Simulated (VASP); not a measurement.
A run of VASP 6.6.1 is set up as follows.

The input POSCAR:

```
AgBr
1.0
    0.0000000000      2.8635118292      2.8635118292
    2.8635118292      0.0000000000      2.8635118292
    2.8635118292      2.8635118292      0.0000000000
Ag Br
1 1
Direct
    0.0000000000      0.0000000000      0.0000000000
    0.5000000000      0.5000000000      0.5000000000
```

Contents of INCAR.step1:

```
  ALGO = Normal
  EDIFF = 1E-5
  ENCUT = 550
  GGA = PE
  GGA_COMPAT = F
  ISMEAR = 0
  LASPH = T
  LCHARG = F
  LREAL = F
  LWAVE = T
  NBANDS = 16
  NELM = 120
  PREC = Accurate
  SIGMA = 0.01
```

File INCAR.step2:

```
  ALGO = Normal
  EDIFF = 1E-6
  ENCUT = 550
  GGA_COMPAT = F
  ISIF = 2
  ISMEAR = 0
  ISTART = 1
  LASPH = T
  LCHARG = F
  LMIXTAU = T
  LREAL = F
  LWAVE = F
  METAGGA = R2SCAN
  NBANDS = 16
  NELM = 120
  PREC = Accurate
  SIGMA = 0.01
```

Contents of KPOINTS:

```
k-points
0
Gamma
  6 6 6
```

Potentials or basis: VASP PAW PBE potentials, release 64 (Ag, Br).

Launch:

```console
$ cat potpaw_PBE.64/Ag/POTCAR potpaw_PBE.64/Br/POTCAR > POTCAR
$ cp INCAR.step1 INCAR
$ mpirun -np 1 vasp_std > vasp.out
$ cp INCAR.step2 INCAR
$ mpirun -np 1 vasp_std > vasp.out
```

Q: What does it give for the pressure?

A: 1.4 GPa.

Q: What does it give for the band gap on the k mesh?

A: 1.25 eV (least direct gap 3.30 eV).

Caveat: the PAW data sets were made with another functional, which shifts forces and pressure a little. A k mesh can miss the band edges.
